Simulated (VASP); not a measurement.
# RbBr (Fm-3m) in VASP: a series of runs

RbBr is run at these levels: PBE0; tasks: single point.

Program: VASP 6.6.1. These are calculated values, not measurements. Logs are shortened: lines on timing, memory, paths and dates and some standing lists are left out, and cuts for length are marked.

## (1) The cell of the first run

The structure is cubic, space group Fm-3m (No. 225). The conventional cell has a = 6.808 Å, b = 6.808 Å, c = 6.808 Å, α = 90.00°, β = 90.00°, γ = 90.00°. Within 4.5 Å of Rb (site symmetry m-3m) lie 6 Br at 3.40 Å. Within 4.5 Å of Br (site symmetry m-3m) lie 6 Rb at 3.40 Å.

## (2) Single point, PBE0

The input, POSCAR:

```
RbBr
1.0
    0.0000000000      3.4039993070      3.4039993070
    3.4039993070      0.0000000000      3.4039993070
    3.4039993070      3.4039993070      0.0000000000
Rb Br
1 1
Direct
    0.0000000000      0.0000000000      0.0000000000
    0.5000000000      0.5000000000      0.5000000000
```

The input, INCAR.step1:

```
PREC = Accurate
ENCUT = 520
EDIFF = 1E-5
ISMEAR = -1
SIGMA = 0.05
LREAL = F
LASPH = T
NELM = 60
ALGO = Normal
ISIF = 2
LWAVE = T
LCHARG = F
GGA = PE
NBANDS = 15
```

The input, INCAR.step2:

```
PREC = Accurate
ENCUT = 520
EDIFF = 1E-7
ISMEAR = -1
SIGMA = 0.05
LREAL = F
LASPH = T
NELM = 60
ALGO = Normal
ISIF = 2
LWAVE = F
LCHARG = F
GGA = PE
LHFCALC = T
AEXX = 0.25
PRECFOCK = Normal
ISTART = 1
NBANDS = 15
```

The input, KPOINTS:

```
Automatic mesh
0
Gamma
  4 4 4
```

Potentials or basis: VASP PAW PBE potentials, release 64 (Rb_sv, Br).

Started as:

```console
$ cat potpaw_PBE.64/Rb_sv/POTCAR potpaw_PBE.64/Br/POTCAR > POTCAR
$ cp INCAR.step1 INCAR
$ mpirun -np 1 vasp_std > vasp.out
$ cp INCAR.step2 INCAR
$ mpirun -np 1 vasp_std > vasp.out
```

OUTCAR:

```text
PREC = Accurate
   ENCUT = 520
   EDIFF = 1E-7
   ISMEAR = -1
   LREAL = F
   LASPH = T
   NELM = 60
   ISIF = 2
   GGA = PE
   LHFCALC = T
   AEXX = 0.25
   PRECFOCK = Normal
   ISTART = 1

 ion  position               nearest neighbor table
   1  0.000  0.000  0.000-   2 3.40   2 3.40   2 3.40   2 3.40   2 3.40   2 3.40
   2  0.500  0.500  0.500-   1 3.40   1 3.40   1 3.40   1 3.40   1 3.40   1 3.40

  LATTYP: Found a face centered cubic cell.
 ALAT       =     6.8079986140

  Lattice vectors:

 A1 = (   0.0000000000,   3.4039993070,   3.4039993070)
 A2 = (   3.4039993070,   0.0000000000,   3.4039993070)
 A3 = (   3.4039993070,   3.4039993070,   0.0000000000)

Analysis of symmetry for initial positions (statically):
=====================================================================
 Subroutine PRICEL returns:
 Original cell was already a primitive cell.

 Routine SETGRP: Setting up the symmetry group for a
 face centered cubic supercell.

 Subroutine GETGRP returns: Found 48 space group operations
 (whereof 48 operations were pure point group operations)
 out of a pool of 48 trial point group operations.

The static configuration has the point symmetry O_h .

Analysis of symmetry for dynamics (positions and initial velocities):
=====================================================================
 Subroutine PRICEL returns:
 Original cell was already a primitive cell.

 Routine SETGRP: Setting up the symmetry group for a
 face centered cubic supercell.

 Subroutine GETGRP returns: Found 48 space group operations
 (whereof 48 operations were pure point group operations)
 out of a pool of 48 trial point group operations.

The dynamic configuration has the point symmetry O_h .

 Subroutine INISYM returns: Found 48 space group operations
 (whereof 48 operations are pure point group operations),
 and found     1 'primitive' translations

----------------------------------------------------------------------------------------

                                     Primitive cell

  volume of cell :      78.8857

  direct lattice vectors                    reciprocal lattice vectors
     0.000000000  3.403999307  3.403999307    -0.146886046  0.146886046  0.146886046
     3.403999307  0.000000000  3.403999307     0.146886046 -0.146886046  0.146886046
     3.403999307  3.403999307  0.000000000     0.146886046  0.146886046 -0.146886046

  length of vectors
[... 82 lines left out ...]
   IALGO  =     38    algorithm
   IMIX   =      1    mixing-type and parameters
     AMIX     =   0.40;   BMIX     =  1.00
     AMIX_MAG =   1.60;   BMIX_MAG =  1.00
  volume/ion in A,a.u.               =      39.44       266.17
  Fermi-wavevector in a.u.,A,eV,Ry     =   0.961868  1.817666 12.587968  0.925190
  Thomas-Fermi vector in A             =   2.091277
   LORBIT       =      0    0 simple, 1 ext, 2 COOP (PROOUT), +10 PAW based schemes
   GGA     = PE    functional components
   LHFCALC =     T    Hartree Fock is set to
   PRECFOCK=normal    Normal, Fast or Accurate (Low or Medium for compatibility)
   ENCUT4O =  -1.0   cutoff for four orbital integrals eV
   NKREDX  =     1    reduce k-point grid by
   NKREDY  =     1    reduce k-point grid by
   NKREDZ  =     1    reduce k-point grid by
   AEXX    =    0.2500 exact exchange contribution
   HFSCREEN=    0.0000 screening length (either q_TF or 0.3 A-1)
   HFSCREENC=   0.0000 screening length for correlation (either q_TF or 0.3 A-1)
   ENCUTFOCK=  -1.0 apply spherical cutoff to Coloumb kernel
   IVDW    =     0    specifies the selected vdW correction
   LEPSILON=     F    determine dielectric tensor
   LRPA    =     F    only Hartree local field effects (RPA)
 non-spin polarized calculation
  energy-cutoff  :      520.00
  volume of cell :       78.89
 maximum number of plane-waves:      2148
  NGX = 28; NGY = 28; NGZ = 28

 number of electron      16.0000002 magnetization

 Free energy of the ion-electron system (eV)
  ---------------------------------------------------
  ext. energy  EPLUGINS =         0.00000000
  ---------------------------------------------------
  free energy    TOTEN  =        -7.57491958 eV

  energy without entropy =       -7.57491958  energy(sigma->0) =       -7.57491958

 E-fermi :  -1.8758     XC(G=0):  -5.7639

 val. band max:       -2.9451584524   @ k =   0.0000   0.0000   0.0000
 cond. band min:       3.3647239424   @ k =   0.0000   0.0000   0.0000
 fundamental gap:      6.3098823947
 Fermi energy:        -1.8757987146

 k-point     1 :       0.0000    0.0000    0.0000
  band No.  band energies     occupation
      1     -29.0202      2.00000
      2     -16.2028      2.00000
      3     -11.9242      2.00000
      4     -11.9242      2.00000
      5     -11.9242      2.00000
      6      -2.9452      2.00000
      7      -2.9452      2.00000
      8      -2.9452      2.00000
      9       3.3647      0.00000
     10       6.3705      0.00000
     11       6.3705      0.00000
     12       6.3705      0.00000
     13       7.3603      0.00000
     14       7.3603      0.00000
[... 113 lines left out ...]
      2     -16.1695      2.00000
      3     -12.0725      2.00000
      4     -12.0725      2.00000
      5     -11.8961      2.00000
      6      -3.4911      2.00000
      7      -3.3264      2.00000
      8      -3.3264      2.00000
      9       6.1167      0.00000
     10       6.1167      0.00000
     11       7.5048      0.00000
     12       7.9256      0.00000
     13      10.3377      0.00000
     14      10.3462      0.00000
     15      10.4610      0.00000

------------------------ aborting loop because EDIFF is reached ----------------------------------------

  FORCE on cell =-STRESS in cart. coord.  units (eV):
  Direction    XX          YY          ZZ          XY          YZ          ZX
  --------------------------------------------------------------------------------------
  -------------------------------------------------------------------------------------
  Total        0.5171029      0.5171029      0.5171029      0.0000000      0.0000000     -0.0000000
  in kB       10.5024149     10.5024149     10.5024149      0.0000000      0.0000000     -0.0000000
  external PRESSURE =      10.5024149 kB  Pullay stress =       0.0000000 kB

 VOLUME and BASIS-vectors are now :
 -----------------------------------------------------------------------------
  energy-cutoff  :      520.00
  volume of cell :       78.89
      direct lattice vectors                 reciprocal lattice vectors
     0.000000000  3.403999307  3.403999307    -0.146886046  0.146886046  0.146886046
     3.403999307  0.000000000  3.403999307     0.146886046 -0.146886046  0.146886046
     3.403999307  3.403999307  0.000000000     0.146886046  0.146886046 -0.146886046

 POSITION                                       TOTAL-FORCE (eV/Angst)
 -----------------------------------------------------------------------------------
      0.00000      0.00000      0.00000        -0.000000      0.000000      0.000000
      3.40400      3.40400      3.40400         0.000000     -0.000000     -0.000000
 -----------------------------------------------------------------------------------
    total drift:                                0.000000      0.000000      0.000000

  FREE ENERGIE OF THE ION-ELECTRON SYSTEM (eV)
  ---------------------------------------------------
  free  energy   TOTEN  =        -7.5749195772 eV

  energy  without entropy=       -7.5749195771  energy(sigma->0) =       -7.57491958
```

OUTCAR.step1:

```text
PREC = Accurate
   ENCUT = 520
   EDIFF = 1E-5
   ISMEAR = -1
   LREAL = F
[... 346 lines left out ...]
      0.00000      0.00000      0.00000         0.000000      0.000000     -0.000000
      3.40400      3.40400      3.40400        -0.000000     -0.000000      0.000000
 -----------------------------------------------------------------------------------
    total drift:                                0.000000      0.000000      0.000000

  FREE ENERGIE OF THE ION-ELECTRON SYSTEM (eV)
  ---------------------------------------------------
  free  energy   TOTEN  =        -6.0849566317 eV

  energy  without entropy=       -6.0849566316  energy(sigma->0) =       -6.08495663
```

Wall time 6.5 min (1 thread of Intel Xeon Platinum 8488C (Sapphire Rapids), shared host); peak memory 0.22 GiB.

What came out:

| Item | Value |
| --- | --- |
| Free energy | -7.5749 eV |
| Pressure | 1.1 GPa |
| Band gap on the k mesh | 6.31 eV |

Caveat: the PAW data sets were made with another functional, which shifts forces and pressure a little.

## (3) Single point, PBE0

This run uses another cell than the first one, of 40.25 Å³/atom.

The input, POSCAR:

```
RbBr
1.0
    0.0000000000      3.4270000000      3.4270000000
    3.4270000000      0.0000000000      3.4270000000
    3.4270000000      3.4270000000      0.0000000000
Rb Br
1 1
Direct
    0.0000000000      0.0000000000      0.0000000000
    0.5000000000      0.5000000000      0.5000000000
```

The input, INCAR.step1:

```
SYSTEM = RbBr
  PREC = Accurate
  ENCUT = 520
  EDIFF = 1E-5
  ISMEAR = -1
  SIGMA = 0.05
  LREAL = .False.
  LASPH = .True.
  NELM = 80
  ALGO = Normal
  ISIF = 2
  LWAVE = .True.
  LCHARG = .False.
  NBANDS = 15
  GGA = PE
```

The input, INCAR.step2:

```
SYSTEM = RbBr
  PREC = Accurate
  ENCUT = 520
  EDIFF = 1E-6
  ISMEAR = -1
  SIGMA = 0.05
  LREAL = .False.
  LASPH = .True.
  NELM = 80
  ALGO = Normal
  ISIF = 2
  LWAVE = .False.
  LCHARG = .False.
  GGA = PE
  LHFCALC = .True.
  AEXX = 0.25
  PRECFOCK = Normal
  NBANDS = 15
  ISTART = 1
```

The input, KPOINTS:

```
Automatic mesh
0
Gamma
  4 4 4
  0 0 0
```

Potentials or basis: VASP PAW PBE potentials, release 64 (Rb_sv, Br).

Started as:

```console
$ cat potpaw_PBE.64/Rb_sv/POTCAR potpaw_PBE.64/Br/POTCAR > POTCAR
$ cp INCAR.step1 INCAR
$ mpirun -np 1 vasp_std > vasp.out
$ cp INCAR.step2 INCAR
$ mpirun -np 1 vasp_std > vasp.out
```

Run time: 4.9 min. Hardware: 1 thread of Intel Xeon Platinum 8488C (Sapphire Rapids), shared host; peak memory 0.22 GiB.

It converged, with:

| Property | Result |
| --- | --- |
| Free energy | -7.5838 eV |
| Pressure | 0.7 GPa |
| Band gap on the k mesh | 6.25 eV |

Levels at points of the mesh, in eV from the valence-band top:
```csv
k point,band 5,band 6,band 7,band 8,band 9,band 10,band 11,band 12
"(0.00, 0.00, 0.00)",-9.02,0.00,0.00,0.00,6.25,9.31,9.31,9.31
"(0.50, 0.00, 0.00)",-8.96,-1.04,-0.38,-0.38,8.70,9.74,11.69,11.69
"(0.50, 0.50, 0.00)",-9.10,-0.52,-0.18,-0.18,7.50,9.18,11.19,11.42
```

Caveat: the PAW data sets were made with another functional, which shifts forces and pressure a little.
